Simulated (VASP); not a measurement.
Wanted: the native input for a VASP 6.6.1 run.

```yaml
Task: single point
Functional: PBE
Potentials_or_basis: VASP PAW PBE potentials, release 64 (Be, Si)
Cutoff: 520 eV
k_mesh: 6 × 6 × 1
Occupations: gaussian, width 0.15 eV
Spin: no spin polarisation
Dipole_correction: no
Further_INCAR_settings: ALGO = Normal; EDIFF = 1e-07; NBANDS = 26
```

The structure of Be12Si lies in POSCAR:

```
Be12Si
1.0
    4.5800000000      0.0000000000      0.0000000000
    2.2900000000      3.9663960000      0.0000000000
    0.0000000000      0.0000000000     16.5884300000
Be Si
12 1
Direct
    0.0000000000      0.0000000000      0.0602829804
    0.5000000000      0.0000000000      0.0602829804
    0.0000000000      0.5000000000      0.0602829804
    0.5000000000      0.5000000000      0.0602829804
   -0.1667870628      0.3286981431      0.1697489154
    0.3361336307      0.3367056643      0.1704585666
   -0.1660845313      0.8338852197      0.1664194864
    0.3287564102      0.8331518083      0.1695526943
   -0.0048133522     -0.0048348677      0.2891725136
    0.4966234065      0.0064627939      0.2730550149
    0.0058121939      0.4969350009      0.2734262977
    0.5058137063      0.5057389630      0.2825025635
    0.7216076758      0.7264859585      0.3881020084
```

The input as run:

INCAR

```
PREC     = Accurate       # precision mode
ENCUT    = 520            # plane-wave cutoff, eV
EDIFF    = 1E-7           # SCF threshold, eV
ISMEAR   = 0              # smearing method
SIGMA    = 0.15           # smearing width, eV
LREAL    = False          # projectors in reciprocal space
LASPH    = True           # aspherical terms in the spheres
NELM     = 100            # most SCF steps
ALGO     = Normal         # electronic algorithm
ISIF     = 2              # what is computed and relaxed
LWAVE    = False          # write WAVECAR
LCHARG   = False          # write CHGCAR
GGA      = PE             # functional
NBANDS   = 26             # bands
```

KPOINTS

```
regular mesh
0
Gamma
  6 6 1
```

Potentials or basis: VASP PAW PBE potentials, release 64 (Be, Si).

Command:

```bash
$ cat potpaw_PBE.64/Be/POTCAR potpaw_PBE.64/Si/POTCAR > POTCAR
$ mpirun -np 1 vasp_std > vasp.out
```

It gave:

| Item | Value |
| --- | --- |
| Largest force | 0.315 eV/Å |
| Band gap on the k mesh | zero (band 14 reaches -0.62 eV, above the bottom of band 15 at -0.66 eV) |

It took 5.7 min on 1 thread of Intel(R) Xeon(R) Platinum 8488C (Sapphire Rapids), on a shared host, peak memory 0.45 GiB.
